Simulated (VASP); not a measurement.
Input of a VASP 6.6.1 run:

File POSCAR:

```
Ir
1.0
    2.7299788806      0.0000000000      0.0000000000
   -1.3649894403      2.3642310624      0.0000000000
    0.0000000000      0.0000000000      4.4191211488
Ir
2
Direct
    0.3333333333      0.6666666667      0.7500000000
    0.6666666667      0.3333333333      0.2500000000
```

File INCAR.step1:

```
SYSTEM = Ir
  PREC = Accurate
  ENCUT = 600
  ISMEAR = 0
  SIGMA = 0.05
  LREAL = .False.
  LASPH = .True.
  NELM = 100
  GGA = PE
  ALGO = Normal
  EDIFF = 1E-4
  LWAVE = .True.
  LCHARG = .False.
```

File INCAR.step2:

```
SYSTEM = Ir
  PREC = Accurate
  ENCUT = 600
  EDIFF = 1E-6
  ISMEAR = 0
  SIGMA = 0.05
  LREAL = .False.
  LASPH = .True.
  NELM = 100
  ALGO = Normal
  ISIF = 4
  LWAVE = .False.
  LCHARG = .False.
  METAGGA = R2SCAN
  LMIXTAU = .True.
  IBRION = 2
  NSW = 60
  EDIFFG = -0.01
  ISTART = 1
```

The input KPOINTS:

```
Automatic mesh
0
Gamma
  18 18 10
  0 0 0
```

Potentials or basis: VASP PAW PBE potentials, release 64 (Ir).

Command:

```console
$ cat potpaw_PBE.64/Ir/POTCAR > POTCAR
$ cp INCAR.step1 INCAR
$ mpirun -np 1 vasp_std > vasp.out
$ cp INCAR.step2 INCAR
$ mpirun -np 1 vasp_std > vasp.out
```

Problem. What does it give for the band gap on the k mesh?

Solution. Zero (band 9 reaches 11.16 eV, above the bottom of band 10 at 7.74 eV).

Final structure:
```yaml
crystal:
  lattice:
    - [2.72900, 0.00000, 0.00000]
    - [-1.36450, 2.36339, 0.00000]
    - [0.00000, 0.00000, 4.42228]
  atoms:
    - { symbol: Ir, position: [0.33333, 0.66667, 0.75000] }
    - { symbol: Ir, position: [0.66667, 0.33333, 0.25000] }
```

Caveat: spin-orbit coupling is left out, which moves the levels of the heavy elements.
